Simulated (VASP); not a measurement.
# BaTe (Fm-3m) in VASP: a series of runs, part 2 of 2

VASP 6.6.1. The steps go on from the part before.

## (3) Single point, PBE+D3(BJ) (volume scaled by 1.04)

Contents of INCAR:

```
PREC     = Accurate       # precision mode
ENCUT    = 520            # plane-wave cutoff, eV
EDIFF    = 1E-6           # SCF threshold, eV
ISMEAR   = 0              # smearing method
SIGMA    = 0.05           # smearing width, eV
LREAL    = False          # projectors in reciprocal space
LASPH    = True           # aspherical terms in the spheres
NELM     = 60             # most SCF steps
ALGO     = Normal         # electronic algorithm
ISIF     = 2              # what is computed and relaxed
LWAVE    = False          # write WAVECAR
LCHARG   = False          # write CHGCAR
GGA      = PE             # functional
IVDW     = 12             # dispersion correction
NBANDS   = 15             # bands
```

Contents of KPOINTS:

```
Automatic mesh
0
Gamma
  6 6 6
```

Contents of POSCAR:

```
BaTe
1.0
    0.0000000000      3.5307431915      3.5307431915
    3.5307431915      0.0000000000      3.5307431915
    3.5307431915      3.5307431915      0.0000000000
Ba Te
1 1
Direct
    0.5000000000      0.5000000000      0.5000000000
    0.0000000000      0.0000000000      0.0000000000
```

Potentials or basis: VASP PAW PBE potentials, release 64 (Ba_sv, Te).

Started as:

```console
$ cat potpaw_PBE.64/Ba_sv/POTCAR potpaw_PBE.64/Te/POTCAR > POTCAR
$ mpirun -np 1 vasp_std > vasp.out
```

OUTCAR:

```text
PREC = Accurate
   ENCUT = 520
   EDIFF = 1E-6
   ISMEAR = 0
   LREAL = False
   LASPH = True
   NELM = 60
   ISIF = 2
   GGA = PE
   IVDW = 12
 IVDW          = 12

 ion  position               nearest neighbor table
   1  0.500  0.500  0.500-   2 3.53   2 3.53   2 3.53   2 3.53   2 3.53   2 3.53
   2  0.000  0.000  0.000-   1 3.53   1 3.53   1 3.53   1 3.53   1 3.53   1 3.53

  LATTYP: Found a face centered cubic cell.
 ALAT       =     7.0614863830

  Lattice vectors:

 A1 = (   0.0000000000,   3.5307431915,   3.5307431915)
 A2 = (   3.5307431915,   0.0000000000,   3.5307431915)
 A3 = (   3.5307431915,   3.5307431915,   0.0000000000)

Analysis of symmetry for initial positions (statically):
=====================================================================
 Subroutine PRICEL returns:
 Original cell was already a primitive cell.

 Routine SETGRP: Setting up the symmetry group for a
 face centered cubic supercell.

 Subroutine GETGRP returns: Found 48 space group operations
 (whereof 48 operations were pure point group operations)
 out of a pool of 48 trial point group operations.

The static configuration has the point symmetry O_h .

Analysis of symmetry for dynamics (positions and initial velocities):
=====================================================================
 Subroutine PRICEL returns:
 Original cell was already a primitive cell.

 Routine SETGRP: Setting up the symmetry group for a
 face centered cubic supercell.

 Subroutine GETGRP returns: Found 48 space group operations
 (whereof 48 operations were pure point group operations)
 out of a pool of 48 trial point group operations.

The dynamic configuration has the point symmetry O_h .

 Subroutine INISYM returns: Found 48 space group operations
 (whereof 48 operations are pure point group operations),
 and found     1 'primitive' translations

----------------------------------------------------------------------------------------

                                     Primitive cell

  volume of cell :      88.0295

  direct lattice vectors                    reciprocal lattice vectors
     0.000000000  3.530743192  3.530743192    -0.141613245  0.141613245  0.141613245
     3.530743192  0.000000000  3.530743192     0.141613245 -0.141613245  0.141613245
     3.530743192  3.530743192  0.000000000     0.141613245  0.141613245 -0.141613245

  length of vectors
     4.993224907  4.993224907  4.993224907     0.245281335  0.245281335  0.245281335

  position of ions in fractional coordinates (direct lattice)
     0.500000000  0.500000000  0.500000000
     0.000000000  0.000000000  0.000000000

  ion indices of the primitive-cell ions
   primitive index   ion index
                 1           1
                 2           2

----------------------------------------------------------------------------------------

 KPOINTS: Automatic mesh

Automatic generation of k-mesh.
 Grid dimensions read from file:
 generate k-points for:    6    6    6

 Generating k-lattice:

  Cartesian coordinates                     Fractional coordinates (reciprocal lattice)
    -0.023602207  0.023602207  0.023602207     0.166666667  0.000000000  0.000000000
     0.023602207 -0.023602207  0.023602207     0.000000000  0.166666667  0.000000000
     0.023602207  0.023602207 -0.023602207     0.000000000  0.000000000  0.166666667

  Length of vectors
[... 30 lines left out ...]
   total plane-waves  NPLWV =  64000
   dimension x,y,z NGX =    40 NGY =   40 NGZ =   40
   dimension x,y,z NGXF=    80 NGYF=   80 NGZF=   80
   ions per type =               1   1
   NGX,Y,Z   is equivalent  to a cutoff of  13.32, 13.32, 13.32 a.u.
   NGXF,Y,Z  is equivalent  to a cutoff of  26.64, 26.64, 26.64 a.u.
 SYSTEM =  unknown system
   PREC   = accura    normal or accurate (medium, high low for compatibility)
   ISTART =      0    job   : 0-new  1-cont  2-samecut
   ICHARG =      2    charge: 1-file 2-atom 10-const
   ISPIN  =      1    spin polarized calculation?
   LNONCOLLINEAR =      F non collinear calculations
   LSORBIT =      F    spin-orbit coupling
   LASPH  =      T    aspherical Exc in radial PAW
   ENCUT  =  520.0 eV  38.22 Ry    6.18 a.u.   9.28  9.28  9.28*2*pi/ulx,y,z
   NELM   =     60;   NELMIN=  2; NELMDL= -5     # of ELM steps
   EDIFF  = 0.1E-05   stopping-criterion for ELM
   LREAL  =      F    real-space projection
   EDIFFG = 0.1E-04   stopping-criterion for IOM
   NSW    =      0    number of steps for IOM
   IBRION =     -1    ionic relax: 0-MD 1-quasi-New 2-CG
   NFREE  =      0    steps in history (QN), initial steepest desc. (CG)
   ISIF   =      2    stress and relaxation
   ISYM   =      2    0-nonsym 1-usesym 2-fastsym
   POTIM  = 0.5000    time-step for ionic-motion
   TEBEG  =    0.0;   TEEND  =   0.0 temperature during run
   PSTRESS=    0.0 pullay stress
   NELECT =      16.0000    total number of electrons
   NUPDOWN=      -1.0000    fix difference up-down
   EMIN   =  10.00;   EMAX   =-10.00  energy-range for DOS
   EFERMI =   0.00;   METHOD = LEGACY
   ISMEAR =     0;   SIGMA  =   0.05  broadening in eV -4-tet -1-fermi 0-gaus
   EFERMI_NEDOS =   21; number of points for ismear=-14 and -15
   IALGO  =     38    algorithm
   IMIX   =      4    mixing-type and parameters
     AMIX     =   0.40;   BMIX     =  1.00
     AMIX_MAG =   1.60;   BMIX_MAG =  1.00
  volume/ion in A,a.u.               =      44.01       297.03
  Fermi-wavevector in a.u.,A,eV,Ry     =   0.927339  1.752417 11.700443  0.859958
  Thomas-Fermi vector in A             =   2.053399
   LORBIT       =      0    0 simple, 1 ext, 2 COOP (PROOUT), +10 PAW based schemes
   GGA     = PE    functional components
   LHFCALC =     F    Hartree Fock is set to
   AEXX    =    0.0000 exact exchange contribution
   IVDW    =    12    specifies the selected vdW correction
   LEPSILON=     F    determine dielectric tensor
   LRPA    =     F    only Hartree local field effects (RPA)
 non-spin polarized calculation
 Gauss-broadening in eV      SIGMA  =   0.05
  energy-cutoff  :      520.00
  volume of cell :       88.03
 maximum number of plane-waves:      2421
 NGX is ok and might be reduce to    40
   NGX = 19   NGY = 19   NGZ = 19

 number of electron      16.0000000 magnetization

 Free energy of the ion-electron system (eV)
  ---------------------------------------------------
  ext. energy  EPLUGINS =         0.00000000
  ---------------------------------------------------
  free energy    TOTEN  =        -8.62797837 eV

  energy without entropy =       -8.62797837  energy(sigma->0) =       -8.62797837

 E-fermi :   2.3913     XC(G=0):  -8.1412

 val. band max:        2.1143400794   @ k =   0.0000   0.0000   0.0000
 cond. band min:       3.6890183299   @ k =   0.5000   0.5000   0.0000
 fundamental gap:      1.5746782504
 Fermi energy:         2.3912906908

 k-point     1 :       0.0000    0.0000    0.0000
  band No.  band energies     occupation
      1     -24.9752      2.00000
      2     -10.1204      2.00000
      3     -10.1204      2.00000
      4     -10.1204      2.00000
      5      -7.3695      2.00000
      6       2.1143      2.00000
      7       2.1143      2.00000
      8       2.1143      2.00000
      9       4.9237      0.00000
     10       5.0551      0.00000
     11       5.0551      0.00000
     12       5.0551      0.00000
     13       5.6444      0.00000
     14       5.6444      0.00000
[... 257 lines left out ...]
      2     -10.2789      2.00000
      3     -10.2378      2.00000
      4     -10.2231      2.00000
      5      -7.0363      2.00000
      6       1.0644      2.00000
      7       1.0653      2.00000
      8       1.3756      2.00000
      9       4.6888      0.00000
     10       6.6148      0.00000
     11       6.7396      0.00000
     12       7.2978      0.00000
     13       7.7712      0.00000
     14       8.4670      0.00000
     15      10.0845      0.00000

------------------------ aborting loop because EDIFF is reached ----------------------------------------

 Edisp (eV)   -0.60669

 E8    (eV) :    -0.3129

  FORCE on cell =-STRESS in cart. coord.  units (eV):
  Direction    XX          YY          ZZ          XY          YZ          ZX
  --------------------------------------------------------------------------------------
  -------------------------------------------------------------------------------------
  Total      -0.46063    -0.46063    -0.46063     0.00000    -0.00000    -0.00000
  in kB      -8.38360    -8.38360    -8.38360     0.00000    -0.00000    -0.00000
  external pressure =       -8.38 kB  Pullay stress =        0.00 kB

 VOLUME and BASIS-vectors are now :
 -----------------------------------------------------------------------------
  energy-cutoff  :      520.00
  volume of cell :       88.03
      direct lattice vectors                 reciprocal lattice vectors
     0.000000000  3.530743192  3.530743192    -0.141613245  0.141613245  0.141613245
     3.530743192  0.000000000  3.530743192     0.141613245 -0.141613245  0.141613245
     3.530743192  3.530743192  0.000000000     0.141613245  0.141613245 -0.141613245

 POSITION                                       TOTAL-FORCE (eV/Angst)
 -----------------------------------------------------------------------------------
      3.53074      3.53074      3.53074        -0.000000     -0.000000     -0.000000
      0.00000      0.00000      0.00000         0.000000      0.000000      0.000000
 -----------------------------------------------------------------------------------
    total drift:                                0.000000     -0.000000      0.000000

  FREE ENERGIE OF THE ION-ELECTRON SYSTEM (eV)
  ---------------------------------------------------
  free  energy   TOTEN  =        -9.2346702582 eV

  energy  without entropy=       -9.2346702582  energy(sigma->0) =       -9.23467026
```

It took 30 s on 1 thread of Intel Xeon 6975P-C, shared host; peak memory 0.25 GiB.

What came out:

```yaml
Free_energy: -9.2347 eV
Pressure: -0.8 GPa
Band_gap_on_the_k_mesh: 1.57 eV, indirect (least direct gap 1.96 eV)
Dispersion_energy_per_atom: -0.303 eV
```

Levels at points of the mesh, in eV from the valence-band top:
```
           k point  band 4  band 5  band 6  band 7  band 8  band 9  band 10  band 11  band 12  band 13
(0.00, 0.00, 0.00)  -12.23   -9.48    0.00    0.00    0.00    2.81     2.94     2.94     2.94     3.53
(0.50, 0.00, 0.00)  -12.25   -8.82   -2.17   -1.08   -1.08    4.16     4.69     4.83     4.83     6.89
(0.50, 0.50, 0.00)  -12.31   -9.28   -1.12   -0.38   -0.38    1.57     4.39     4.53     5.47     5.65
```

Caveat: spin-orbit coupling is left out, which moves the levels of the heavy elements.
